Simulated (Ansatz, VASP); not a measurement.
## Mg2O in VASP and in Ansatz

File INCAR:

```
SYSTEM = Mg2O
ALGO     = Normal         ! electronic algorithm
EDIFF    = 1E-6           ! SCF threshold, eV
EDIFFG   = -0.08          ! ionic threshold
ENCUT    = 600            ! plane-wave cutoff, eV
GGA      = PE             ! functional
IBRION   = 2              ! ionic algorithm
ISIF     = 3              ! what is computed and relaxed
ISMEAR   = 0              ! smearing method
LASPH    = .TRUE.         ! aspherical terms in the spheres
LCHARG   = .FALSE.        ! write CHGCAR
LREAL    = .FALSE.        ! projectors in reciprocal space
LWAVE    = .FALSE.        ! write WAVECAR
NELM     = 80             ! most SCF steps
NSW      = 36             ! ionic steps
PREC     = Accurate       ! precision mode
SIGMA    = 0.2            ! smearing width, eV
```

The input KPOINTS:

```
k-points
0
G
  7 7 7
  0 0 0
```

POSCAR

```
Mg2O
1.0
    1.5500000000      0.8948929200      4.9333333300
   -1.5500000000      0.8948929200      4.9333333300
    0.0000000000     -1.7897858300      4.9333333300
Mg O
2 1
Direct
    0.7470000000      0.7470000000      0.7470000000
    0.2530000000      0.2530000000      0.2530000000
    0.0000000000      0.0000000000      0.0000000000
```

Input for Ansatz:

```yaml
crystal:
  lattice:
    - [1.55, 0.89489292, 4.93333333]
    - [-1.55, 0.89489292, 4.93333333]
    - [0.0, -1.78978583, 4.93333333]
  atoms:
    - { symbol: Mg, position: [0.747, 0.747, 0.747] }
    - { symbol: Mg, position: [0.253, 0.253, 0.253] }
    - { symbol: O, position: [0.0, 0.0, 0.0] }
basis:
  ecutwfc: 420
kpoints:
  mp_grid: { grid: [7, 7, 7] }
hamiltonian:
  xc: pbe
scf:
  occupations: { method: gaussian, width: 0.2 }
  lower_state_search: "off"
output:
  forces: true
  stress: true
  eigenvalues: true
relax:
  adjacent_minimum: "off"
  f_tol: 0.08
  max_steps: 16
  cell: { stress_tol: 0.8 }
```

Alike in both runs: task relaxation of cell and atoms; functional PBE; k mesh 7 × 7 × 7; occupations gaussian, width 0.2 eV; no spin polarisation.

|  | VASP | Ansatz |
| --- | --- | --- |
| version | VASP 6.6.1 | Ansatz 0.2.0 |
| potentials or method | VASP PAW PBE potentials, release 64 (Mg, O), cutoff 600 eV | scalar-relativistic, plane waves, PAW |
| valence electrons in the cell | 10 | 26 |

|  | VASP | Ansatz | Ansatz less VASP |
| --- | --- | --- | --- |
| gap on the k mesh at the Fermi level, each at its own relaxed structure (eV) | none | none | - |
| relaxed volume (Å³/atom) | 13.68 | 13.66 | -0.017 |
| relaxed cell length with the largest relative difference (Å) | 5.326 | 5.318 | -0.0086 |

A gap of «none» marks a metal or a gap that the smearing closes. VASP's potentials hold 10 valence electrons a cell and Ansatz's 26, so a difference there can come from the potentials and not from the codes.
